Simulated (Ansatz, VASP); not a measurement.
## One calculation of SiC, two programs

```
CELL_PARAMETERS angstrom
0.00000 2.08704 2.08704
2.08704 0.00000 2.08704
2.08704 2.08704 0.00000
ATOMIC_POSITIONS crystal
Si 0.00000 0.00000 0.00000
C 0.75000 0.75000 0.75000
```

Change from the starting cell: strain -0.040 along x and y, -0.040 along z, atoms carried along.

Alike in both runs: task single point; functional r2SCAN; k mesh 12 × 12 × 12; occupations gaussian, width 0.05 eV; no spin polarisation.

```csv
,VASP,Ansatz
version,VASP 6.6.1,Ansatz 0.2.0
potentials or method,"VASP PAW PBE potentials, release 64 (Si, C), cutoff 520 eV","scalar-relativistic, plane waves, PAW"
valence electrons in the cell,8,8
```

Ansatz gave:

| Quantity | Value |
| --- | --- |
| gap on the k mesh at the Fermi level (eV) | 1.62 |
| least direct gap on the mesh (eV) | 5.20 |
| pressure (GPa) | 37.2 |

Problem. Estimate VASP's values.

Solution. gap on the k mesh at the Fermi level (eV): 1.63; least direct gap on the mesh (eV): 5.21; pressure (GPa): 36.9.

VASP's potentials were made for PBE, not for r2SCAN. Both programs put the cell under a high pressure, so it lies far from rest at this level.
